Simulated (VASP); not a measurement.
A run of VASP 6.6.1:

The input INCAR:

```
PREC = Accurate
ENCUT = 520
EDIFF = 1E-6
ISMEAR = 0
SIGMA = 0.1
LREAL = F
LASPH = T
NELM = 100
ALGO = Fast
ISIF = 2
LWAVE = F
LCHARG = F
LDIPOL = T
IDIPOL = 3
DIPOL = 0.5 0.5 0.500
GGA = PE
NBANDS = 36
```

File KPOINTS:

```
Automatic mesh
0
Gamma
  13 13 1
```

The input POSCAR:

```
Ta
1.0
    2.8741561385      0.0000000000      0.0000000000
   -0.9580520462      2.7097803943      0.0000000000
    0.0000000000      0.0000000000     24.3869546405
Ta
5
Direct
    0.5000000000      0.5000000000      0.3119992999
    0.0000000000      0.0000000000      0.4039694125
    0.5000000000      0.5000000000      0.5000000021
    0.0000000000      0.0000000000      0.5960305802
    0.5000000000      0.5000000000      0.6880007054
```

Potentials or basis: VASP PAW PBE potentials, release 64 (Ta_pv).

The run is started by

```bash
$ cat potpaw_PBE.64/Ta_pv/POTCAR > POTCAR
$ mpirun -np 1 vasp_std > vasp.out
```

Hardware: 1 thread of Intel(R) Xeon(R) 6975P-C (Granite Rapids) (shared host).

Question: How long does it take, and how much memory?

Answer: It took 4.9 min on 1 thread of Intel(R) Xeon(R) 6975P-C (Granite Rapids), with other jobs on the host, peak memory 0.46 GiB. Counts: scf iterations 25, k points 49.
